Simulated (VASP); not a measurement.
# SnSe2 (P-3m1) in VASP: notebook, part 2 of 2

VASP 6.6.1. Earlier steps stand in the parts before.

## Step 4: Single point, PBE+D3(BJ)

This run uses another cell than the first one, of 31.23 Å³/atom, 1.004 times its volume.

Contents of INCAR:

```
SYSTEM = SnSe2
ALGO = Normal
EDIFF = 1E-6
ENCUT = 500
GGA = PE
GGA_COMPAT = .False.
ISIF = 2
ISMEAR = 0
IVDW = 12
LASPH = .True.
LCHARG = .True.
LELF = .True.
LREAL = .False.
LVHAR = .True.
LWAVE = .False.
NBANDS = 20
NELM = 120
PREC = Accurate
SIGMA = 0.03
```

Contents of KPOINTS:

```
k-points
0
Gamma
  12 12 6
  0 0 0
```

Contents of POSCAR:

```
SnSe2
1.0
    3.9360000000      0.0000000000      0.0000000000
   -1.9680000000      3.4086759893      0.0000000000
    0.0000000000      0.0000000000      6.9835000000
Sn Se
1 2
Direct
    0.0000000000      0.0000000000      0.0000000000
    0.3333333333      0.6666666667      0.2651331237
    0.6666666667      0.3333333333      0.7348668763
```

Command:

```console
$ cat potpaw_PBE.64/Sn_d/POTCAR potpaw_PBE.64/Se/POTCAR > POTCAR
$ mpirun -np 1 vasp_std > vasp.out
```

Wall time 90 s (1 thread of Intel Xeon 6975P-C (Granite Rapids), shared host); peak memory 0.33 GiB.

It converged, with:

```yaml
Free_energy: -12.2038 eV
Pressure: -8.0 GPa
Largest_force: 1.698 eV/Å
Band_gap_on_the_k_mesh: zero (band 13 reaches 2.59 eV, above the bottom of band 14 at 2.35 eV)
Dispersion_energy_per_atom: -0.295 eV
```

Forces in eV/Å, atoms in the order of the input:
```
Sn   0.000  0.000  0.000
Se   0.000  0.000 -1.698
Se   0.000  0.000  1.698
```

Stress tensor (GPa, compression positive):
```
 -5.68   0.00   0.00
  0.00  -5.68   0.00
  0.00   0.00 -12.68
```

Levels at points of the mesh, in eV from the Fermi level:
```
           k point  band 10  band 11  band 12  band 13  band 14  band 15  band 16  band 17
(0.00, 0.00, 0.00)    -0.23    -0.23    -0.10    -0.10     0.20     3.28     4.30     4.30
(0.50, 0.00, 0.00)    -2.75    -1.66    -1.53    -0.32     0.52     3.14     4.29     4.70
(0.00, 0.00, 0.50)    -0.32    -0.32     0.02     0.02     1.69     2.89     4.17     4.17
(0.50, 0.00, 0.50)    -2.15    -1.51    -1.01    -0.60    -0.20     3.05     4.17     4.70
```

Caveat: spin-orbit coupling is left out, which moves the levels of the heavy elements; forces of over 1 eV/Å act on the atoms, so gaps and moduli don't describe the material at rest.

## Step 5: Single point, PBE+D3(BJ)

This run uses another cell than the first one, of 20.38 Å³/atom, 0.655 times its volume.

Contents of INCAR:

```
SYSTEM = SnSe2
PREC     = Accurate       ! precision mode
ENCUT    = 500            ! plane-wave cutoff, eV
EDIFF    = 1E-6           ! SCF threshold, eV
ISMEAR   = 0              ! smearing method
SIGMA    = 0.03           ! smearing width, eV
LREAL    = .FALSE.        ! projectors in reciprocal space
LASPH    = .TRUE.         ! aspherical terms in the spheres
NELM     = 120            ! most SCF steps
ALGO     = Normal         ! electronic algorithm
ISIF     = 2              ! what is computed and relaxed
LWAVE    = .FALSE.        ! write WAVECAR
LCHARG   = .FALSE.        ! write CHGCAR
GGA      = PE             ! functional
IVDW     = 12             ! dispersion correction
NBANDS   = 20             ! bands
GGA_COMPAT= .FALSE.
```

Contents of KPOINTS:

```
regular mesh
0
G
  12 12 6
  0 0 0
```

Contents of POSCAR:

```
SnSe2
1.0
    3.7440000000      0.0000000000      0.0000000000
   -1.8720000000      3.2423991118      0.0000000000
    0.0000000000      0.0000000000      5.0363000000
Sn Se
1 2
Direct
    0.0000000000      0.0000000000      0.0000000000
    0.3333333333      0.6666666667      0.2651331237
    0.6666666667      0.3333333333      0.7348668763
```

Command:

```console
$ cat potpaw_PBE.64/Sn_d/POTCAR potpaw_PBE.64/Se/POTCAR > POTCAR
$ mpirun -np 1 vasp_std > vasp.out
```

It took 50 s on 1 thread of Intel Xeon 6975P-C (Granite Rapids), shared host; peak memory 0.26 GiB.

Results (log left out):

| Item | Value |
| --- | --- |
| Free energy | -11.7282 eV |
| Pressure | 25.6 GPa |
| Largest force | 2.924 eV/Å |
| Band gap on the k mesh | zero (band 13 reaches 8.25 eV, above the bottom of band 14 at 8.02 eV) |
| Dispersion energy per atom | -0.460 eV |

Forces on the atoms (eV/Å):
```
Sn   0.000  0.000  0.000
Se   0.000  0.000  2.924
Se   0.000  0.000 -2.924
```

Stress tensor (GPa, compression positive):
```
23.98  0.00  0.00
 0.00 23.98  0.00
 0.00  0.00 28.70
```

Levels at points of the mesh, in eV from the Fermi level:
| k point | band 9 | band 10 | band 11 | band 12 | band 13 | band 14 | band 15 | band 16 | band 17 | band 18 |
| --- | --- | --- | --- | --- | --- | --- | --- | --- | --- | --- |
| (0.00, 0.00, 0.00) | -2.49 | -2.49 | -2.37 | -2.37 | 0.19 | 0.19 | 1.15 | 3.73 | 3.73 | 8.04 |
| (0.50, 0.00, 0.00) | -5.90 | -5.15 | -4.85 | -2.92 | -1.21 | 0.30 | 2.90 | 4.20 | 4.36 | 8.98 |
| (0.00, 0.00, 0.50) | -3.50 | -2.75 | -2.75 | -1.79 | -1.79 | 1.55 | 1.81 | 2.67 | 2.67 | 6.35 |
| (0.50, 0.00, 0.50) | -7.42 | -4.58 | -2.71 | -2.61 | -2.51 | 1.16 | 3.41 | 4.74 | 5.84 | 6.84 |

Caveat: spin-orbit coupling is left out, which moves the levels of the heavy elements; pairwise dispersion overbinds metals, which lowers pressure and volume; forces of over 1 eV/Å act on the atoms, so gaps and moduli don't describe the material at rest.

## Step 6: Single point, PBE+D3(BJ)

This run uses another cell than the first one, of 20.59 Å³/atom, 0.662 times its volume.

Contents of INCAR:

```
SYSTEM = SnSe2
PREC = Accurate ; ENCUT = 500
EDIFF = 1E-6 ; ISMEAR = 0
SIGMA = 0.03 ; LREAL = .False.
LASPH = .True. ; NELM = 120
ALGO = Normal ; ISIF = 2
LWAVE = .False. ; LCHARG = .False.
GGA = PE ; IVDW = 12
NBANDS = 20 ; GGA_COMPAT = .False.
```

Contents of KPOINTS:

```
Automatic mesh
0
Gamma
  12 12 6
  0 0 0
```

Contents of POSCAR:

```
SnSe2
1.0
    3.6480000000      0.0000000000      0.0000000000
   -1.8240000000      3.1592606730      0.0000000000
    0.0000000000      0.0000000000      5.3608000000
Sn Se
1 2
Direct
    0.0000000000      0.0000000000      0.0000000000
    0.3333333333      0.6666666667      0.2651331237
    0.6666666667      0.3333333333      0.7348668763
```

Potentials or basis: VASP PAW PBE potentials, release 64 (Sn_d, Se).

Command:

```console
$ cat potpaw_PBE.64/Sn_d/POTCAR potpaw_PBE.64/Se/POTCAR > POTCAR
$ mpirun -np 1 vasp_std > vasp.out
```

Wall time 54 s (1 thread of Intel Xeon 6975P-C (Granite Rapids), shared host); peak memory 0.26 GiB.

Results (log left out):

```yaml
Free_energy: -11.9301 eV
Pressure: 24.3 GPa
Largest_force: 2.641 eV/Å
Band_gap_on_the_k_mesh: 0.13 eV, indirect (least direct gap 1.06 eV)
Dispersion_energy_per_atom: -0.455 eV
```

Forces on the atoms (eV/Å):
```
Sn   0.000  0.000  0.000
Se   0.000  0.000  2.641
Se   0.000  0.000 -2.641
```

Stress tensor (GPa, compression positive):
```
23.13  0.00  0.00
 0.00 23.13  0.00
 0.00  0.00 26.76
```

Levels at points of the mesh, in eV from the valence-band top:
| k point | band 10 | band 11 | band 12 | band 13 | band 14 | band 15 | band 16 | band 17 |
| --- | --- | --- | --- | --- | --- | --- | --- | --- |
| (0.00, 0.00, 0.00) | -1.81 | -1.60 | -1.60 | 0.00 | 1.06 | 1.96 | 4.16 | 4.16 |
| (0.50, 0.00, 0.00) | -4.70 | -4.42 | -2.75 | -0.99 | 0.72 | 3.14 | 4.36 | 4.67 |
| (0.00, 0.00, 0.50) | -2.04 | -2.04 | -1.16 | -1.16 | 2.20 | 2.58 | 3.42 | 3.42 |
| (0.50, 0.00, 0.50) | -3.97 | -2.74 | -2.06 | -2.06 | 0.85 | 3.56 | 4.20 | 5.28 |

Caveat: spin-orbit coupling is left out, which moves the levels of the heavy elements; forces of over 1 eV/Å act on the atoms, so gaps and moduli don't describe the material at rest. A k mesh can miss the band edges.

## Step 7: Overview

| cell | gap on the mesh (eV) | pressure (GPa) | largest force (eV/Å) |
| --- | --- | --- | --- |
| a = 3.840, b = 3.840, c = 7.308 Å, angles 90.0, 90.0, 120.0°, 3 atoms | none | -7.6 | 1.92 |
| a = 3.840, b = 3.840, c = 4.712 Å, angles 90.0, 90.0, 120.0°, 3 atoms | none | 26.9 | 3.04 |
| a = 3.936, b = 3.936, c = 6.984 Å, angles 90.0, 90.0, 120.0°, 3 atoms | none | -8.0 | 1.70 |
| a = 3.744, b = 3.744, c = 5.036 Å, angles 90.0, 90.0, 120.0°, 3 atoms | none | 25.6 | 2.92 |
| a = 3.648, b = 3.648, c = 5.361 Å, angles 90.0, 90.0, 120.0°, 3 atoms | 0.13 | 24.3 | 2.64 |

Alike in all rows: task single point; level PBE+D3(BJ); potentials or basis VASP PAW PBE potentials, release 64 (Sn_d, Se); no spin polarisation; k mesh 12 × 12 × 6; cutoff (eV) 500; smearing gaussian 0.03 eV.

Caveats: spin-orbit coupling is left out, which moves the levels of the heavy elements; forces of over 1 eV/Å act on the atoms, so gaps and moduli don't describe the material at rest; pairwise dispersion overbinds metals, which lowers pressure and volume (some runs).

Absolute energies hang on the potentials; compare differences alone.
